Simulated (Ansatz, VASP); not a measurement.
## Al3Cu2: VASP beside Ansatz

Contents of POSCAR:

```
Al3Cu2
1.0
    3.9377393120      0.0000000000      0.0000000000
   -1.9688696560      3.4101822776      0.0000000000
    0.0000000000      0.0000000000      4.5906724810
Al Cu
3 2
Direct
    0.0000000000      0.0000000000      0.0000000000
    0.3333333333      0.6666666667      0.3501725384
    0.6666666667      0.3333333333      0.6498274616
    0.3333333333      0.6666666667      0.8401683181
    0.6666666667      0.3333333333      0.1598316819
```

INCAR.step1

```
ALGO     = Normal         # electronic algorithm
EDIFF    = 1E-4           # SCF threshold, eV
ENCUT    = 520            # plane-wave cutoff, eV
GGA      = PE             # functional
ISMEAR   = 0              # smearing method
LASPH    = T              # aspherical terms in the spheres
LCHARG   = F              # write CHGCAR
LREAL    = F              # projectors in reciprocal space
LWAVE    = T              # write WAVECAR
NBANDS   = 24             # bands
NELM     = 100            # most SCF steps
PREC     = Accurate       # precision mode
SIGMA    = 0.15           # smearing width, eV
```

Contents of INCAR.step2:

```
ALGO     = Normal         # electronic algorithm
EDIFF    = 1E-6           # SCF threshold, eV
ENCUT    = 520            # plane-wave cutoff, eV
ISIF     = 2              # what is computed and relaxed
ISMEAR   = 0              # smearing method
ISTART   = 1            
LASPH    = T              # aspherical terms in the spheres
LCHARG   = T              # write CHGCAR
LELF     = T              # ELF
LMIXTAU  = T            
LREAL    = F              # projectors in reciprocal space
LVHAR    = T            
LWAVE    = F              # write WAVECAR
METAGGA  = R2SCAN         # meta-GGA
NBANDS   = 24             # bands
NELM     = 100            # most SCF steps
PREC     = Accurate       # precision mode
SIGMA    = 0.15           # smearing width, eV
```

The input KPOINTS:

```
k-points
0
Gamma
  12 12 10
```

Input for Ansatz:

```yaml
crystal:
  lattice:
    - [3.937739312, 0.0, 0.0]
    - [-1.968869656, 3.4101822776, 0.0]
    - [0.0, 0.0, 4.590672481]
  atoms:
    - { symbol: Al, position: [0.0, 0.0, 0.0] }
    - { symbol: Al, position: [0.3333333333, 0.6666666667, 0.3501725384] }
    - { symbol: Al, position: [0.6666666667, 0.3333333333, 0.6498274616] }
    - { symbol: Cu, position: [0.3333333333, 0.6666666667, 0.8401683181] }
    - { symbol: Cu, position: [0.6666666667, 0.3333333333, 0.1598316819] }
basis:
  ecutwfc: 500
kpoints:
  mp_grid: { grid: [12, 12, 10] }
hamiltonian:
  xc: r2scan
scf:
  occupations: { method: gaussian, width: 0.15 }
output:
  forces: true
  stress: true
  eigenvalues: true
  write_density: true
  write_potential: true
  elf: true
  volumetric_format: npy
```

Change from the starting cell: strain -0.040 along x and y, -0.080 along z, atoms carried along.

Alike in both runs: task single point; functional r2SCAN; k mesh 12 × 12 × 10; occupations gaussian, width 0.15 eV; no spin polarisation.

|  | VASP | Ansatz |
| --- | --- | --- |
| version | VASP 6.6.1 | Ansatz 0.2.0 |
| potentials or method | VASP PAW PBE potentials, release 64 (Al, Cu), cutoff 520 eV | scalar-relativistic, plane waves, PAW |
| valence electrons in the cell | 31 | 47 |

|  | VASP | Ansatz | Ansatz less VASP |
| --- | --- | --- | --- |
| gap on the k mesh at the Fermi level (eV) | none | none | - |
| pressure (GPa) | 28.3 | 28.5 | +0.27 |
| traceless stress, the component that is largest in VASP (GPa) | 11.80 | 11.81 | +0.009 |
| rms of the force components (eV/Å) | 0.120 | 0.124 | +0.0035 |

VASP's potentials were made for PBE, not for r2SCAN. Atom by atom the forces differ by 0.004 eV/Å (rms over components). A gap of «none» marks a metal or a gap that the smearing closes. Both programs put the cell under a high pressure, so it lies far from rest at this level. The functional is the same, so the differences come from potentials, cutoffs and numerics. VASP's potentials hold 31 valence electrons a cell and Ansatz's 47, so a difference there can come from the potentials and not from the codes.
